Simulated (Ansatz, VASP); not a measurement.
# Si: VASP beside Ansatz

INCAR

```
PREC = Accurate
ENCUT = 520
EDIFF = 1E-8
ISMEAR = -1
SIGMA = 0.08
LREAL = F
LASPH = T
NELM = 60
ALGO = Normal
ISIF = 2
LWAVE = F
LCHARG = F
GGA = PE
LEFG = T
NBANDS = 11
```

KPOINTS

```
Automatic mesh
0
Gamma
  11 11 11
```

The input POSCAR:

```
Si
1.0
    0.0000000000      2.7571420509      2.6340059000
    2.7571420509      0.0000000000      2.6340059000
    2.7571420509      2.7571420509      0.0000000000
Si
2
Direct
    0.5000000000      0.5000000000      0.5000000000
    0.7500000000      0.7500000000      0.7500000000
```

Input for Ansatz:

```yaml
crystal:
  lattice:
    - [0.0, 2.7571420509, 2.6340059]
    - [2.7571420509, 0.0, 2.6340059]
    - [2.7571420509, 2.7571420509, 0.0]
  atoms:
    - { symbol: Si, position: [0.5, 0.5, 0.5] }
    - { symbol: Si, position: [0.75, 0.75, 0.75] }
kpoints:
  mp_grid: { grid: [11, 11, 11] }
scf:
  occupations: { method: fermi_dirac, width: 0.08 }
hamiltonian:
  xc: pbe
  pseudopotentials: { kind: all_electron, datasets: crystal }
output:
  forces: true
  stress: true
  eigenvalues: true
  efg: { contact_densities: true }
```

Change from the starting cell: z stretched by -3 % at fixed volume, crystal datasets.

Alike in both runs: task electric field gradients; functional PBE; k mesh 11 × 11 × 11; occupations fermi-dirac, width 0.08 eV; no spin polarisation.

```csv
,VASP,Ansatz
version,VASP 6.6.1,Ansatz 0.2.0
potentials or method,"VASP PAW PBE potentials, release 64 (Si), cutoff 520 eV","all-electron PAW with datasets made for the crystal, scalar-relativistic"
```

|  | VASP | Ansatz | Ansatz less VASP |
| --- | --- | --- | --- |
| pressure (GPa) | 1.8 | 1.9 | +0.04 |
| traceless stress, the component that is largest in VASP (GPa) | 2.67 | 2.66 | -0.005 |
| size of Vzz on the site where it differs most (V/Å²) | 0.7 | 0.7 | +0.02 |

Ansatz ran all-electron here, and VASP with PAW potentials.
